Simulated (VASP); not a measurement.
A run of VASP 6.6.1:

INCAR

```
PREC = Accurate ; ENCUT = 500
EDIFF = 1E-6 ; ISMEAR = 0
SIGMA = 0.2 ; LREAL = False
LASPH = True ; NELM = 120
ALGO = Normal ; ISIF = 2
LWAVE = False ; LCHARG = False
GGA = PE ; NBANDS = 24
GGA_COMPAT = False
```

File KPOINTS:

```
regular mesh
0
Gamma
  4 4 6
```

File POSCAR:

```
TeMo2
1.0
    3.6972227419      0.0000000000      0.0000000000
    0.0000000000      3.6972227419      0.0000000000
    0.0000000000      0.0000000000      4.5647134121
Te Mo
1 2
Direct
    0.0000000000      0.0000000000      0.6757791851
    0.5000000000      0.0000000000      0.1759211424
    0.0000000000      0.5000000000      0.1759211424
```

Potentials or basis: VASP PAW PBE potentials, release 64 (Te, Mo_sv).

Launch:

```console
$ cat potpaw_PBE.64/Te/POTCAR potpaw_PBE.64/Mo_sv/POTCAR > POTCAR
$ mpirun -np 1 vasp_std > vasp.out
```

Hardware: 1 thread of AMD EPYC 9R45 96-Core Processor (Zen 5), with other jobs on the host.

Problem. How long does it take, and how much memory?

Solution. It took 18 s on 1 thread of AMD EPYC 9R45 96-Core Processor (Zen 5) (shared host), peak memory 0.15 GiB. Counts: scf iterations 12, k points 24.
